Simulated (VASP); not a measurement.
# TiB18N18 (a cell with a defect) (Ti interstitial hop between voids) in VASP: notebook, part 2 of 2

VASP 6.6.1.

### 5 Single point, PBE

INCAR

```
SYSTEM = TiB18N18
PREC     = Accurate       ! precision mode
ENCUT    = 520            ! plane-wave cutoff, eV
EDIFF    = 1E-6           ! SCF threshold, eV
ISMEAR   = -1             ! smearing method
SIGMA    = 0.01           ! smearing width, eV
LREAL    = Auto         
LASPH    = .True.         ! aspherical terms in the spheres
NELM     = 120            ! most SCF steps
ALGO     = Normal         ! electronic algorithm
ISIF     = 2              ! what is computed and relaxed
LWAVE    = .False.        ! write WAVECAR
LCHARG   = .False.        ! write CHGCAR
GGA      = PE             ! functional
NBANDS   = 102            ! bands
NELECT   = 154.0        
GGA_COMPAT= .False.
```

KPOINTS

```
Automatic mesh
0
Gamma
  1 1 1
  0 0 0
```

POSCAR

```
TiB18N18
1.0
    7.4650312800      0.0000000000      0.0000000000
   -3.7325156400      6.4649067300      0.0000000000
    0.0000000000      0.0000000000      6.4954828800
B N Ti
18 18 1
Direct
    0.1125579814      0.2218090778      0.2333190662
    0.2217782857      0.1119247392      0.7665758023
    0.1125263084      0.5553976492      0.2342681873
    0.2187718664      0.4436063999      0.7538806722
    0.1155737686      0.8901347290      0.2462158749
    0.2218335775      0.7783572463      0.7657556939
    0.4442473812      0.2188059409      0.2460380590
    0.5553492373      0.1118729210      0.7655800334
    0.4402199800      0.5523510468      0.2168163670
    0.5523033046      0.4395551427      0.7826671387
    0.4442795931      0.8901042568      0.2459515373
    0.5523596372      0.7813336234      0.7791356075
    0.7790108783      0.2218615148      0.2343157588
    0.8901023134      0.1149339087      0.7537507358
    0.7820035265      0.5523997714      0.2208782667
    0.8900717756      0.4436390376      0.7540139956
    0.7820410602      0.8941545859      0.2173746011
    0.8941250538      0.7813846682      0.7829958286
    0.1108237536      0.2228858142      0.7520664884
    0.2235248628      0.1108603774      0.2478423898
    0.1108030017      0.5563724506      0.7517818290
    0.2219622396      0.4432879111      0.2268551896
    0.1123824051      0.8904504335      0.7730621561
    0.2235506641      0.7773785779      0.2482797707
    0.4432288103      0.2212813053      0.7727517865
    0.5570158064      0.1108390314      0.2482204987
    0.4458071415      0.5570541309      0.7675406266
    0.5576898733      0.4458291698      0.2323075940
    0.4431525257      0.8905440156      0.7704389485
    0.5577463733      0.7765985202      0.2315318242
    0.7773418306      0.2229083976      0.7516455805
    0.8911087348      0.1124291549      0.2271461610
    0.7765911656      0.5571272952      0.7684196991
    0.8912111530      0.4431890698      0.2295689216
    0.7766667886      0.8879051531      0.7674060716
    0.8885365069      0.7766689002      0.2326863188
    0.6670176896      0.6667277936      0.4999771472
```

Potentials or basis: VASP PAW PBE potentials, release 64 (B, N, Ti_sv).

Run with:

```bash
$ cat potpaw_PBE.64/B/POTCAR potpaw_PBE.64/N/POTCAR potpaw_PBE.64/Ti_sv/POTCAR > POTCAR
$ mpirun -np 1 vasp_gam > vasp.out
```

OUTCAR:

```text
SYSTEM = TiB18N18
   PREC = Accurate
   ENCUT = 520
   EDIFF = 1E-6
   ISMEAR = -1
   LREAL = Auto
   LASPH = .True.
   NELM = 120
   ISIF = 2
   GGA = PE
   NELECT = 154.0

 ion  position               nearest neighbor table
   1  0.113  0.222  0.233-  32 1.43  22 1.43  20 1.44
   2  0.222  0.112  0.767-  25 1.43  23 1.43  19 1.44
   3  0.113  0.555  0.234-  34 1.43  22 1.43  24 1.44
   4  0.219  0.444  0.754-  19 1.43  21 1.43  27 1.47
   5  0.116  0.890  0.246-  20 1.43  24 1.43  36 1.47
   6  0.222  0.778  0.766-  29 1.43  23 1.43  21 1.44
   7  0.444  0.219  0.246-  20 1.43  26 1.43  28 1.47
   8  0.555  0.112  0.766-  29 1.43  25 1.43  31 1.44
   9  0.440  0.552  0.217-  22 1.41  28 1.45  30 1.45  37 2.35
  10  0.552  0.440  0.783-  25 1.41  27 1.45  33 1.45  37 2.35
  11  0.444  0.890  0.246-  24 1.43  26 1.43  30 1.47
  12  0.552  0.781  0.779-  29 1.41  27 1.45  35 1.45  37 2.34
  13  0.779  0.222  0.234-  34 1.43  32 1.43  26 1.44
  14  0.890  0.115  0.754-  19 1.43  31 1.43  35 1.47
  15  0.782  0.552  0.221-  34 1.41  36 1.45  28 1.45  37 2.34
  16  0.890  0.444  0.754-  21 1.43  31 1.43  33 1.47
  17  0.782  0.894  0.217-  32 1.41  36 1.45  30 1.45  37 2.35
[... 4 lines left out ...]
  22  0.222  0.443  0.227-   9 1.41   1 1.43   3 1.43
[... 256 lines left out ...]
      1     -52.3214      2.00000
      2     -29.1434      2.00000
      3     -28.5189      2.00000
      4     -28.4335      2.00000
      5     -14.8874      2.00000
      6     -14.4099      2.00000
[... 81 lines left out ...]
     88      10.0231      0.00000
     89      10.0595      0.00000
 [bands above 89 left out]

------------------------ aborting loop because EDIFF is reached ----------------------------------------

  FORCE on cell =-STRESS in cart. coord.  units (eV):
  Direction    XX          YY          ZZ          XY          YZ          ZX
  --------------------------------------------------------------------------------------
  -------------------------------------------------------------------------------------
  Total       13.0205705     13.0146343     -0.3556457     -0.0033071      0.0143209      0.0214810
  in kB       66.5480384     66.5176984     -1.8177023     -0.0169028      0.0731942      0.1097894
  external PRESSURE =      43.7493448 kB  Pullay stress =       0.0000000 kB

 VOLUME and BASIS-vectors are now :
 -----------------------------------------------------------------------------
  energy-cutoff  :      520.00
  volume of cell :      313.48
      direct lattice vectors                 reciprocal lattice vectors
     7.465031280  0.000000000  0.000000000     0.133957912  0.077340636  0.000000000
    -3.732515640  6.464906730  0.000000000     0.000000000  0.154681273  0.000000000
     0.000000000  0.000000000  6.495482880     0.000000000  0.000000000  0.153953142

 POSITION                                       TOTAL-FORCE (eV/Angst)
 -----------------------------------------------------------------------------------
      0.01234      1.43397      1.51552        -0.002658     -0.000839     -0.001208
      1.23782      0.72358      4.97928         0.002634     -0.001660      0.001775
     -1.23302      3.59059      1.52168        -0.001479     -0.000519     -0.000748
     -0.02263      2.86787      4.89682         0.004335      0.003453      0.001495
     -2.45968      5.75464      1.59929        -0.004554     -0.002404     -0.000485
     -1.24924      5.03201      4.97395         0.000790     -0.001627      0.001175
[... 29 lines left out ...]
      3.73402      5.02109      1.51141         0.013588      0.008255     -0.006021
      2.49074      4.31033      3.24759         0.001965     -0.001265     -0.001175
 -----------------------------------------------------------------------------------
    total drift:                                0.005072     -0.002202     -0.002996

  FREE ENERGIE OF THE ION-ELECTRON SYSTEM (eV)
  ---------------------------------------------------
  free  energy   TOTEN  =      -328.2561243858 eV

  energy  without entropy=     -328.2249381747  energy(sigma->0) =     -328.24053128
```

Wall time 69 s (1 thread of Intel Xeon 6975P-C (Granite Rapids), shared host); peak memory 0.36 GiB.

What came out:

```
Free energy   : -328.2561 eV
Largest force : 0.022 eV/Å
```

Forces on the atoms (eV/Å):
```
B   -0.003 -0.001 -0.001
B    0.003 -0.002  0.002
B   -0.001 -0.001 -0.001
B    0.004  0.003  0.001
B   -0.005 -0.002  0.000
B    0.001 -0.002  0.001
B   -0.001  0.005 -0.001
B    0.001  0.000  0.001
B   -0.007 -0.004 -0.017
B    0.000 -0.004  0.014
B    0.002 -0.001 -0.001
B   -0.005  0.003  0.020
B   -0.001 -0.001 -0.001
B    0.000 -0.006  0.001
B    0.005 -0.001 -0.022
B   -0.002  0.001  0.000
B    0.000  0.006 -0.012
B    0.008  0.004  0.017
N   -0.001  0.000  0.000
N    0.002 -0.001  0.000
N    0.000  0.002  0.000
N    0.005  0.003 -0.001
N   -0.005 -0.001  0.000
N    0.000 -0.004  0.001
N    0.000  0.006  0.002
N    0.002  0.000  0.000
N   -0.014 -0.008  0.005
N   -0.001 -0.018 -0.005
N    0.004 -0.002 -0.001
N   -0.015  0.010 -0.005
N   -0.004 -0.002  0.000
N    0.000 -0.002  0.000
N    0.016 -0.010  0.005
N   -0.006  0.003  0.001
N   -0.002  0.017  0.006
N    0.014  0.008 -0.006
Ti   0.002 -0.001 -0.001
```

Levels at points of the mesh, in eV from the Fermi level:
```
           k point  band 73  band 74  band 75  band 76  band 77  band 78  band 79  band 80  band 81  band 82
(0.00, 0.00, 0.00)    -2.48    -2.47    -2.34    -2.32     0.00     0.00     0.03     1.97     1.97     2.67
```

Caveat: the k points lie up to 0.97 Å⁻¹ apart; the cell carries a net charge on a neutralising background, which shifts energy and pressure; the cell is charged against a uniform background, so pressure and absolute levels hang on convention.

### 6 Single point, PBE

INCAR

```
PREC = Accurate ; ENCUT = 520
EDIFF = 1E-6 ; ISMEAR = -1
SIGMA = 0.01 ; LREAL = Auto
LASPH = T ; NELM = 120
ALGO = Normal ; ISIF = 2
LWAVE = F ; LCHARG = F
GGA = PE ; NELECT = 154.0
NBANDS = 102 ; GGA_COMPAT = F
```

KPOINTS

```
Automatic mesh
0
Gamma
  1 1 1
```

POSCAR

```
TiB18N18
1.0
    7.4650312800      0.0000000000      0.0000000000
   -3.7325156400      6.4649067300      0.0000000000
    0.0000000000      0.0000000000      6.4954828800
B N Ti
18 18 1
Direct
    0.1126606978      0.2172732042      0.2295904750
    0.2180927735      0.1129126885      0.7702711396
    0.1124117246      0.5508204756      0.2355067403
    0.2150268295      0.4444246638      0.7556325050
    0.1155977778      0.8856777428      0.2488378508
    0.2183874569      0.7794663110      0.7650696787
    0.4441787634      0.2141950469      0.2441084103
    0.5516868154      0.1126466367      0.7647594631
    0.4405140980      0.5477358217      0.2097919470
    0.5485820383      0.4408142482      0.7913577936
    0.4443156820      0.8855436341      0.2460368274
    0.5487088724      0.7824213421      0.7670348906
    0.7792116489      0.2175265721      0.2345228258
    0.8865060026      0.1158406503      0.7510773395
    0.7821548968      0.5477983129      0.2324281394
    0.8863625006      0.4445832121      0.7543634693
    0.7824948877      0.8894858410      0.2146394696
    0.8903724310      0.7828245961      0.7845493698
    0.1072210158      0.2238005992      0.7535174968
    0.2235533266      0.1063839014      0.2463716754
    0.1071444179      0.5573124487      0.7520173773
    0.2223744762      0.4388641814      0.2217296276
    0.1085153275      0.8914915931      0.7763130306
    0.2235977069      0.7728604926      0.2498536337
    0.4397658800      0.2227023622      0.7789621024
    0.5570665434      0.1063211008      0.2479269101
    0.4422688946      0.5576778058      0.7693783653
    0.5574857116      0.4414575676      0.2301912002
    0.4391629347      0.8919509965      0.7634240736
    0.5578273781      0.7720904892      0.2302105983
    0.7737092628      0.2238688136      0.7504876989
    0.8911875087      0.1075868576      0.2229233803
    0.7728819701      0.5580496596      0.7704886754
    0.8916873185      0.4382638634      0.2362238541
    0.7732829893      0.8885687358      0.7602432477
    0.8883166472      0.7724529075      0.2393018392
    0.6594543192      0.6587101992      0.4999859225
```

Potentials or basis: VASP PAW PBE potentials, release 64 (B, N, Ti_sv).

Run with:

```bash
$ cat potpaw_PBE.64/B/POTCAR potpaw_PBE.64/N/POTCAR potpaw_PBE.64/Ti_sv/POTCAR > POTCAR
$ mpirun -np 1 vasp_gam > vasp.out
```

OUTCAR:

```text
PREC = Accurate
   ENCUT = 520
   EDIFF = 1E-6
   ISMEAR = -1
   LREAL = Auto
   LASPH = T
   NELM = 120
   ISIF = 2
   GGA = PE
   NELECT = 154.0

 ion  position               nearest neighbor table
   1  0.113  0.217  0.230-  32 1.43  22 1.43  20 1.44
   2  0.218  0.113  0.770-  23 1.43  25 1.43  19 1.44
   3  0.112  0.551  0.236-  34 1.43  22 1.44  24 1.44
   4  0.215  0.444  0.756-  19 1.43  21 1.43  27 1.47
[... 370 lines left out ...]
  -------------------------------------------------------------------------------------
  Total       12.5318696     12.5222943     -0.4108650      0.0402822     -0.0201118      0.0260079
  in kB       64.0502918     64.0013523     -2.0999277      0.2058822     -0.1027915      0.1329260
  external PRESSURE =      41.9839055 kB  Pullay stress =       0.0000000 kB

 VOLUME and BASIS-vectors are now :
 -----------------------------------------------------------------------------
  energy-cutoff  :      520.00
  volume of cell :      313.48
      direct lattice vectors                 reciprocal lattice vectors
     7.465031280  0.000000000  0.000000000     0.133957912  0.077340636  0.000000000
    -3.732515640  6.464906730  0.000000000     0.000000000  0.154681273  0.000000000
     0.000000000  0.000000000  6.495482880     0.000000000  0.000000000  0.153953142

 POSITION                                       TOTAL-FORCE (eV/Angst)
 -----------------------------------------------------------------------------------
      0.03004      1.40465      1.49130         0.001628     -0.006281      0.000127
      1.20662      0.72997      5.00328         0.000249     -0.003353     -0.000268
     -1.21679      3.56100      1.52973        -0.000935      0.003030      0.001125
     -0.05364      2.87316      4.90820         0.004813      0.004087     -0.000962
     -2.44286      5.72582      1.61632        -0.007597     -0.003875      0.003294
     -1.27910      5.03918      4.96950        -0.002824      0.000981      0.000161
[... 29 lines left out ...]
      3.74812      4.99384      1.55438         0.018103      0.005862     -0.005672
      2.46420      4.25850      3.24765        -0.006855      0.006540     -0.002623
 -----------------------------------------------------------------------------------
    total drift:                                0.002711      0.016036      0.001197

  FREE ENERGIE OF THE ION-ELECTRON SYSTEM (eV)
  ---------------------------------------------------
  free  energy   TOTEN  =      -328.2523977790 eV

  energy  without entropy=     -328.2278714468  energy(sigma->0) =     -328.24013461
```

stdout:

```text
POSCAR found type information on POSCAR B N Ti
 POSCAR found :  3 types and      37 ions
 scaLAPACK will be used
 LDA part: xc-table for (Slater+PW92), standard interpolation
 POSCAR, INCAR and KPOINTS ok, starting setup
 FFT: planning ... GRIDC
 FFT: planning ... GRID_SOFT
 FFT: planning ... GRID
 WAVECAR not read
 entering main loop
 the old and the new charge density differ
 old charge density:   156.00000 new  154.00000
    0.366E+01
```

It took 63 s on 1 thread of Intel Xeon 6975P-C (Granite Rapids), shared host; peak memory 0.37 GiB.

Results:

- Free energy: -328.2524 eV
- Largest force: 0.032 eV/Å

Forces in eV/Å, atoms in the order of the input:
```
B    0.002 -0.006  0.000
B    0.000 -0.003  0.000
B   -0.001  0.003  0.001
B    0.005  0.004 -0.001
B   -0.008 -0.004  0.003
B   -0.003  0.001  0.000
B    0.004  0.007  0.002
B    0.001  0.004  0.000
B   -0.009 -0.002 -0.013
B    0.003 -0.009  0.010
B    0.007 -0.001  0.002
B   -0.010  0.009  0.029
B    0.002 -0.003  0.000
B    0.001 -0.006 -0.004
B    0.011 -0.003 -0.028
B   -0.002  0.003  0.000
B   -0.002  0.007 -0.004
B    0.008  0.003  0.008
N    0.002  0.000  0.002
N   -0.003  0.004 -0.003
N   -0.002  0.003 -0.001
N   -0.001  0.004 -0.002
N   -0.002 -0.007  0.002
N    0.002 -0.002 -0.002
N    0.001 -0.002  0.000
N    0.003 -0.001 -0.002
N   -0.018 -0.002  0.003
N    0.007 -0.018  0.004
N    0.005 -0.009 -0.007
N   -0.007  0.005 -0.005
N   -0.003 -0.001  0.000
N   -0.005 -0.001 -0.001
N    0.012 -0.004  0.001
N   -0.009  0.002  0.006
N   -0.002  0.015  0.009
N    0.018  0.006 -0.006
Ti  -0.007  0.007 -0.003
```

Caveat: the k points lie up to 0.97 Å⁻¹ apart; the cell carries a net charge on a neutralising background, which shifts energy and pressure; the cell is charged against a uniform background, so pressure and absolute levels hang on convention.
